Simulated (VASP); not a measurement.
**TiSi2: single point with PBE**

The system is TiSi2.

```
CELL_PARAMETERS angstrom
-1.47287 1.71213 4.21208
1.47287 -1.71213 4.21208
1.47287 1.71213 -4.21208
ATOMIC_POSITIONS crystal
Ti 0.00000 0.00000 0.00000
Si 0.32992 0.32992 0.00000
Si 0.67008 0.67008 0.00000
```

```yaml
Program: VASP 6.6.1
Task: single point
Functional: PBE
Potentials_or_basis: VASP PAW PBE potentials, release 64 (Ti_sv, Si)
Cutoff: 520 eV
k_mesh: 2 × 2 × 2
Occupations: gaussian, width 0.1 eV
Spin: no spin polarisation
```

| Item | Value |
| --- | --- |
| Pressure | -3.6 GPa |
| Largest force | 0.759 eV/Å |
| Band gap on the k mesh | zero (band 10 reaches 11.28 eV, above the bottom of band 11 at 9.42 eV) |

Forces on the atoms (eV/Å):
```
Ti   0.000  0.000  0.000
Si   0.000  0.000  0.759
Si   0.000  0.000 -0.759
```

Stress tensor (GPa, compression positive):
```
-17.25   0.00   0.00
  0.00   8.68   0.00
  0.00   0.00  -2.32
```

Levels at points of the mesh, in eV from the Fermi level:
| k point | band 7 | band 8 | band 9 | band 10 | band 11 | band 12 | band 13 | band 14 |
| --- | --- | --- | --- | --- | --- | --- | --- | --- |
| (0.00, 0.00, 0.00) | -5.29 | -3.27 | -1.32 | -0.16 | 0.77 | 1.80 | 2.09 | 3.09 |
| (0.50, 0.00, 0.00) | -5.45 | -4.74 | -1.45 | 0.19 | 1.42 | 1.95 | 2.79 | 2.92 |
| (0.00, 0.50, 0.00) | -4.72 | -4.38 | -1.79 | -1.27 | 0.22 | 1.50 | 2.72 | 2.79 |
| (0.50, 0.50, 0.00) | -6.29 | -5.97 | -3.99 | -2.17 | -1.67 | 1.58 | 2.28 | 2.39 |
| (0.50, 0.50, 0.50) | -2.55 | -2.14 | -1.15 | -0.31 | 1.21 | 1.35 | 1.87 | 2.52 |

Run time: 10 s on 1 thread of Intel Xeon 8259CL, on a shared host, peak memory 0.19 GiB.

Caveat: the k points lie up to 1.41 Å⁻¹ apart.
